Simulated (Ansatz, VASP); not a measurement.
## CdS in VASP and in Ansatz

Contents of INCAR:

```
SYSTEM = CdS
PREC = Accurate
ENCUT = 520
EDIFF = 1E-6
ISMEAR = -1
SIGMA = 0.05
LREAL = .False.
LASPH = .True.
NELM = 80
ALGO = Normal
ISIF = 2
LWAVE = .False.
LCHARG = .False.
GGA = RE
NBANDS = 16
```

The input KPOINTS:

```
Automatic mesh
0
Gamma
  8 8 8
  0 0 0
```

POSCAR

```
CdS
1.0
    0.0000000000      2.7532440000      2.7532440000
    2.7532440000      0.0000000000      2.7532440000
    2.7532440000      2.7532440000      0.0000000000
Cd S
1 1
Direct
    0.0000000000      0.0000000000      0.0000000000
    0.5000000000      0.5000000000      0.5000000000
```

The input input.yaml:

```yaml
crystal:
  lattice:
    - [0.0, 2.753244, 2.753244]
    - [2.753244, 0.0, 2.753244]
    - [2.753244, 2.753244, 0.0]
  atoms:
    - { symbol: Cd, position: [0.0, 0.0, 0.0] }
    - { symbol: S, position: [0.5, 0.5, 0.5] }
hamiltonian:
  xc: revpbe
  pseudopotentials: { kind: paw }
kpoints:
  mp_grid: { grid: [8, 8, 8] }
  band_path:
    path:
      - [[0.0, 0.0, 0.0], [0.5, 0.0, 0.5], [0.5, 0.25, 0.75], [0.375, 0.375, 0.75], [0.0, 0.0, 0.0], [0.5, 0.5, 0.5], [0.625, 0.25, 0.625], [0.5, 0.25, 0.75], [0.5, 0.5, 0.5], [0.375, 0.375, 0.75]]
      - [[0.625, 0.25, 0.625], [0.5, 0.0, 0.5]]
    npoints: 14
scf:
  occupations: { method: fermi_dirac, width: 0.05 }
  n_extra_bands: 6
output:
  forces: true
  stress: true
  eigenvalues: true
  fatbands: false
```

Alike in both runs: functional revPBE; k mesh 8 × 8 × 8; occupations fermi-dirac, width 0.05 eV; no spin polarisation.

```csv
,VASP,Ansatz
version,VASP 6.6.1,Ansatz 0.2.0
potentials or method,"VASP PAW PBE potentials, release 64 (Cd, S)",Ansatz PAW
plane-wave cutoff (eV),520,420
valence electrons in the cell,18,26
task,single point,band structure
```

|  | VASP | Ansatz | Ansatz less VASP |
| --- | --- | --- | --- |
| gap on the k mesh at the Fermi level (eV) | 0.34 | 0.35 | +0.009 |
| least direct gap on the mesh (eV) | 1.63 | 1.65 | +0.025 |
| pressure (GPa) | 1.8 | 1.4 | -0.34 |

VASP's potentials were made for PBE, not for revPBE. VASP's potentials hold 18 valence electrons a cell and Ansatz's 26, so a difference there can come from the potentials and not from the codes.
